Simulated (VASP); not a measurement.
Runs of VASP 6.6.1 on Nb. The structure is that of space group Im-3m (No. 229), or close to it. The cells are those of the table. 

```csv
task,level,cell,cutoff (eV),gap on the mesh (eV),pressure (GPa),relaxed volume (Å³/atom)
single point,r2SCAN,"a = 2.860 Å, angles 109.5°, 1 atom",550,none,-0.1,-
single point,r2SCAN+rVV10,"a = 2.852 Å, angles 109.5°, 1 atom",550,none,0.0,-
relaxation of cell and atoms,revPBE+D3(BJ),"relaxed from a = 2.882 Å, angles 109.5°, 1 atom",500,none,0.0,(a)
single point,revPBE+D3(BJ),"a = 2.806 Å, angles 109.5°, 1 atom",500,none,-0.4,-
relaxation of cell and atoms,r2SCAN+rVV10,"relaxed from a = 2.882 Å, angles 109.5°, 1 atom",550,none,-0.1,17.87
```

Alike in all rows: potentials or basis VASP PAW PBE potentials, release 64 (Nb_sv); no spin polarisation; k mesh 13 × 13 × 13; smearing fermi-dirac 0.1 eV.

Q: Estimate the missing entries.

A: (a) 16.97.

Caveats: the PAW data sets were made with another functional, which shifts forces and pressure a little.

A k mesh can miss the band edges, and the runs leave out spin-orbit coupling on Nb.

A gap of «none» marks levels without a gap at the run's occupations.
